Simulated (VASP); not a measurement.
Write the native input for VASP 6.6.1 that does the following.

```yaml
Task: single point
Functional: r2SCAN
Potentials_or_basis: VASP PAW PBE potentials, release 64 (Na_pv)
Cutoff: 520 eV
k_mesh: 17 × 17 × 17
Occupations: fermi-dirac, width 0.1 eV
Spin: no spin polarisation
Dipole_correction: no
Further_INCAR_settings: ALGO = Normal; EDIFF = 1e-07; NBANDS = 10
```

Crystal: Na.

```xyz
1
Lattice="-2.1125 2.1125 2.1125 2.1125 -2.1125 2.1125 2.1125 2.1125 -2.1125" Properties=species:S:1:pos:R:3 pbc="T T T"
Na    0.0000    0.0000    0.0000
```

These files were run (other wordings do the same):

POSCAR

```
Na
1.0
   -2.1125000000      2.1125000000      2.1125000000
    2.1125000000     -2.1125000000      2.1125000000
    2.1125000000      2.1125000000     -2.1125000000
Na
1
Direct
    0.0000000000      0.0000000000      0.0000000000
```

INCAR.step1

```
SYSTEM = Na
  PREC = Accurate
  ENCUT = 520
  ISMEAR = -1
  SIGMA = 0.1
  LREAL = .False.
  LASPH = .True.
  NELM = 100
  NBANDS = 10
  GGA = PE
  ALGO = Normal
  EDIFF = 1E-4
  LWAVE = .True.
  LCHARG = .False.
```

INCAR.step2

```
SYSTEM = Na
  PREC = Accurate
  ENCUT = 520
  EDIFF = 1E-7
  ISMEAR = -1
  SIGMA = 0.1
  LREAL = .False.
  LASPH = .True.
  NELM = 100
  ALGO = Normal
  ISIF = 2
  LWAVE = .False.
  LCHARG = .True.
  METAGGA = R2SCAN
  LMIXTAU = .True.
  LELF = .True.
  LVHAR = .True.
  NBANDS = 10
  ISTART = 1
```

KPOINTS

```
Automatic mesh
0
Gamma
  17 17 17
  0 0 0
```

Potentials or basis: VASP PAW PBE potentials, release 64 (Na_pv).

The run is started by

```sh
$ cat potpaw_PBE.64/Na_pv/POTCAR > POTCAR
$ cp INCAR.step1 INCAR
$ mpirun -np 1 vasp_std > vasp.out
$ cp INCAR.step2 INCAR
$ mpirun -np 1 vasp_std > vasp.out
```

Results of the run:

```
Pressure               : 0.1 GPa
Band gap on the k mesh : zero (an odd number of electrons rules out a gap without spin polarisation)
```

Caveat: the PAW data sets were made with another functional, which shifts forces and pressure a little.

Wall time 4.3 min on 1 thread of Intel Xeon 8259CL, on a shared host, peak memory 0.19 GiB.
